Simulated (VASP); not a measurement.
Set up this calculation in VASP 6.6.1, as the native input.

* Task: single point
* Functional: PBE
* Potentials or basis: VASP PAW PBE potentials, release 64 (Ge_d, K_sv)
* Cutoff: 520 eV
* k mesh: 6 × 6 × 6
* Occupations: fermi-dirac, width 0.05 eV
* Spin: no spin polarisation
* Dipole correction: no
* Further INCAR settings: ALGO = Fast; EDIFF = 1e-06; NBANDS = 28

The structure of K3Ge lies in POSCAR:

```
K3Ge
1.0
    0.0000000000      4.3110110000      4.3110110000
    4.3110110000      0.0000000000      4.3110110000
    4.3110110000      4.3110110000      0.0000000000
Ge K
1 3
Direct
    0.0000000000      0.0000000000      0.0000000000
    0.5000000000      0.5000000000      0.5000000000
    0.7500000000      0.7500000000      0.7500000000
    0.2500000000      0.2500000000      0.2500000000
```

These files were run (other wordings do the same):

INCAR

```
SYSTEM = K3Ge
  PREC = Accurate
  ENCUT = 520
  EDIFF = 1E-6
  ISMEAR = -1
  SIGMA = 0.05
  LREAL = .False.
  LASPH = .True.
  NELM = 60
  ALGO = Fast
  ISIF = 2
  LWAVE = .False.
  LCHARG = .True.
  GGA = PE
  LELF = .True.
  LVHAR = .True.
  NBANDS = 28
```

KPOINTS

```
regular mesh
0
Gamma
  6 6 6
  0 0 0
```

Potentials or basis: VASP PAW PBE potentials, release 64 (Ge_d, K_sv).

Launch:

```bash
$ cat potpaw_PBE.64/Ge_d/POTCAR potpaw_PBE.64/K_sv/POTCAR > POTCAR
$ mpirun -np 1 vasp_std > vasp.out
```

It gave:

The pressure is 0.0 GPa.

It took 3.6 min on 1 thread of Intel(R) Xeon(R) Platinum 8375C CPU @ 2.90GHz (Ice Lake) (shared host), peak memory 0.36 GiB.
